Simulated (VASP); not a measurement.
Wanted: the native input for a VASP 6.6.1 run.

```yaml
Task: single point
Functional: PBEsol
Potentials_or_basis: VASP PAW PBE potentials, release 64 (In_d, Se)
Cutoff: 520 eV
k_mesh: 5 × 5 × 5
Occupations: fermi-dirac, width 0.005 eV
Spin: no spin polarisation
Dipole_correction: no
Further_INCAR_settings: ALGO = Normal; EDIFF = 1e-06; NBANDS = 16
```

The structure of InSe lies in POSCAR:

```
InSe
1.0
    3.6320400000      0.0000000000      0.0000000000
    0.0000000000      3.6320400000      0.0000000000
    0.0000000000      0.0000000000      3.6320400000
In Se
1 1
Direct
    0.4958860000      0.4953830000      0.4960430000
   -0.0059760000     -0.0016720000     -0.0102530000
```

The input as run:

INCAR

```
SYSTEM = InSe
PREC = Accurate ; ENCUT = 520
EDIFF = 1E-6 ; ISMEAR = -1
SIGMA = 0.005 ; LREAL = .False.
LASPH = .True. ; NELM = 60
ALGO = Normal ; ISIF = 2
LWAVE = .False. ; LCHARG = .True.
GGA = PS ; LELF = .True.
LVHAR = .True. ; NBANDS = 16
```

KPOINTS

```
Automatic mesh
0
Gamma
  5 5 5
  0 0 0
```

Potentials or basis: VASP PAW PBE potentials, release 64 (In_d, Se).

Launch:

```sh
$ cat potpaw_PBE.64/In_d/POTCAR potpaw_PBE.64/Se/POTCAR > POTCAR
$ mpirun -np 1 vasp_std > vasp.out
```

Results of the run:

| Property | Result |
| --- | --- |
| Pressure | -2.8 GPa |
| Largest force | 0.021 eV/Å |
| Band gap on the k mesh | zero (an odd number of electrons rules out a gap without spin polarisation) |

Caveat: the PAW data sets were made with another functional, which shifts forces and pressure a little; spin-orbit coupling is left out, which moves the levels of the heavy elements.

Wall time 70 s on 1 thread of Intel Xeon 8259CL, on a shared host, peak memory 0.19 GiB.
